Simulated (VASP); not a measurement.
Here is a VASP 6.6.1 calculation.

INCAR

```
SYSTEM = H13ClO6
ALGO = Normal
EDIFF = 1E-6
ENCUT = 520
GGA = PE
ISIF = 2
ISMEAR = -1
IVDW = 12
LASPH = .True.
LCHARG = .False.
LREAL = Auto
LWAVE = .False.
NBANDS = 44
NELM = 80
PREC = Accurate
SIGMA = 0.02
```

Contents of KPOINTS:

```
k-points
0
Gamma
  1 1 1
  0 0 0
```

Contents of POSCAR:

```
H13ClO6
1.0
    5.6959650000      0.0000000000      0.0000000000
    0.0000000000      5.6959650000      0.0000000000
    0.0000000000      0.0000000000      5.6959650000
O H Cl
6 13 1
Direct
    0.7267074148      0.9980925093      0.4573588496
    0.3862032158      0.6274792770      0.3189099652
    1.0022533495      0.7084488757     -0.0469104006
    0.7672273267      0.3497739189      0.1448744857
    0.0063904887      0.4206662084      0.5461409963
    0.5721769709      0.5165937642      0.7629611488
    0.8591696052      0.9228287042      0.5386444615
    0.6534976953      1.0632438928      0.5915766687
    0.4662598875      0.7867148060      0.3465260057
    0.5250383385      0.5461409963      0.2424523325
    0.9121895939      0.5860991070      0.0367277538
    1.1524298341      0.7020408307      0.0406779185
    0.6853799137      0.2815326288      0.0181005326
    0.7804472113      0.2261952101      0.2626771759
    0.0702602632      0.4679277348      0.7021812810
    0.1112541949      0.5033738796      0.4367828805
    0.4779348188      0.4944903980      0.6131182337
    0.7324483209      0.5300067679      0.6953694414
    0.4935950274      0.7990393199      0.8495136469
    0.4080959065      1.0053959250      0.9198090227
```

Potentials or basis: VASP PAW PBE potentials, release 64 (O, H, Cl).

Command:

```sh
$ cat potpaw_PBE.64/O/POTCAR potpaw_PBE.64/H/POTCAR potpaw_PBE.64/Cl/POTCAR > POTCAR
$ mpirun -np 1 vasp_gam > vasp.out
```

Q: Predict the largest force.

A: 2.102 eV/Å.

Q: Predict the band gap on the k mesh.

A: 4.83 eV.

Q: Estimate the dispersion energy per atom.

A: -0.047 eV.

Q: Predict the pressure.

A: 1.5 GPa.

Forces on the atoms (eV/Å):
```
O    0.955 -1.154 -0.626
O    1.685  1.237 -0.219
O    0.540 -0.367  0.376
O    0.479  1.111  1.059
O    0.414  0.244  0.694
O   -0.370  0.164 -1.608
H    0.086 -0.071 -0.579
H   -1.172  1.009  1.264
H   -0.837 -1.219 -0.037
H   -0.661 -0.233  0.182
H   -0.165 -0.059  0.038
H   -0.467  0.273 -0.250
H   -0.869 -0.636 -1.400
H    0.242 -0.376  0.556
H   -0.307 -0.003 -0.479
H   -0.037 -0.115  0.025
H    0.512  0.415  1.020
H   -0.121 -0.054  0.102
H    0.052 -0.389 -0.009
Cl   0.042  0.225 -0.108
```

Caveat: the k points lie up to 1.10 Å⁻¹ apart.
